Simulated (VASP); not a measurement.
TeH2NF5: electric field gradients with PBE

The system is TeH2NF5.

```
CELL_PARAMETERS angstrom
5.16300 0.00000 0.00000
0.00000 9.08300 0.00000
-1.99015 0.00000 4.87113
ATOMIC_POSITIONS crystal
Te 0.47638 0.85630 0.74651
Te 0.52362 0.35630 0.25349
H 0.13100 0.68300 0.59400
H 0.86900 0.18300 0.40600
H 0.22800 0.71600 0.34300
H 0.77200 0.21600 0.65700
N 0.25800 0.69480 0.51800
N 0.74200 0.19480 0.48200
F 0.71700 0.71990 0.97700
F 0.28300 0.21990 0.02300
F 0.69930 0.86600 0.54140
F 0.30070 0.36600 0.45860
F 0.71200 0.99470 0.97000
F 0.28800 0.49470 0.03000
F 0.28190 0.85800 0.97920
F 0.71810 0.35800 0.02080
F 0.25600 0.00590 0.54200
F 0.74400 0.50590 0.45800
```

```yaml
Program: VASP 6.6.1
Task: electric field gradients
Functional: PBE
Potentials_or_basis: VASP PAW PBE potentials, release 64 (Te, H, N, F)
Cutoff: 520 eV
k_mesh: 4 × 3 × 4
Occupations: fermi-dirac, width 0.02 eV
Spin: no spin polarisation
Dipole_correction: no
Further_INCAR_settings: LREAL = Auto; ALGO = Normal; EDIFF = 1e-08; NBANDS = 63
```

```json
{"Pressure": "13.4 GPa", "Largest force": "8.236 eV/Å", "Band gap on the k mesh": "3.07 eV (least direct gap 3.15 eV)", "Largest electric field gradient by atom": "Te -191.0; H +78.3, +77.9 (each value once); N -93.8; F +182.5, +183.1, +197.2, +182.1, +181.5 (each value once) V/Å²"}
```

Forces on the atoms (eV/Å):
```
Te   0.526 -1.393 -0.630
Te  -0.526 -1.393  0.630
H   -7.762 -1.635  2.014
H    7.762 -1.635 -2.014
H    0.804  1.435 -7.809
H   -0.804  1.435  7.809
N    6.113  0.129  5.519
N   -6.113  0.129 -5.519
F    0.634 -0.737  0.927
F   -0.634 -0.737 -0.927
F    0.784 -0.041 -0.551
F   -0.784 -0.041  0.551
F    0.415  1.087  0.728
F   -0.415  1.087 -0.728
F   -0.927 -0.092  0.513
F    0.927 -0.092 -0.513
F   -0.601  1.246 -0.728
F    0.601  1.246  0.728
```

Stress tensor (GPa, compression positive):
```
15.91  0.00 -3.92
 0.00  7.45  0.00
-3.92  0.00 16.75
```

Levels at points of the mesh, in eV from the valence-band top:
```csv
k point,band 44,band 45,band 46,band 47,band 48,band 49,band 50,band 51,band 52,band 53
"(0.00, 0.00, 0.00)",-2.32,-2.24,-2.04,-0.14,-0.07,3.07,3.84,7.65,7.70,7.82
"(0.50, 0.00, 0.00)",-2.34,-2.27,-2.23,-0.17,-0.12,3.81,3.94,7.20,7.80,8.21
"(0.00, 0.00, 0.50)",-2.34,-2.30,-2.27,-0.17,-0.12,3.77,3.92,7.43,7.67,8.09
"(0.50, 0.00, 0.50)",-2.22,-2.20,-2.19,-0.05,0.00,3.75,3.82,7.50,7.56,8.05
```

Electric field gradients, principal values (V/Å²):
```csv
atom,least,middle,greatest (by size)
1 Te,61.189,129.833,-191.023
2 Te,61.189,129.833,-191.023
3 H,-34.840,-43.456,78.296
4 H,-34.840,-43.456,78.296
5 H,-35.286,-42.625,77.911
6 H,-35.286,-42.625,77.911
7 N,11.620,82.190,-93.809
8 N,11.620,82.190,-93.809
9 F,-79.427,-103.081,182.508
10 F,-79.427,-103.081,182.508
11 F,-86.566,-96.555,183.121
12 F,-86.566,-96.555,183.121
13 F,-97.636,-99.556,197.191
14 F,-97.636,-99.556,197.191
15 F,-87.065,-95.014,182.079
16 F,-87.065,-95.014,182.079
17 F,-87.012,-94.498,181.510
18 F,-87.012,-94.498,181.510
```

It took 5.1 min on 1 thread of Intel(R) Xeon(R) 6975P-C (Granite Rapids), on a shared host, peak memory 0.43 GiB.

Caveat: the cell stands under pressure; without QUAD_EFG the Cq values of the log hold for a quadrupole moment of 1 mb, not for the nuclei; spin-orbit coupling is left out, which moves the levels of the heavy elements; an odd mesh through Γ misses points on the zone boundary, where band edges can lie; forces of over 1 eV/Å act on the atoms, so gaps and moduli don't describe the material at rest.
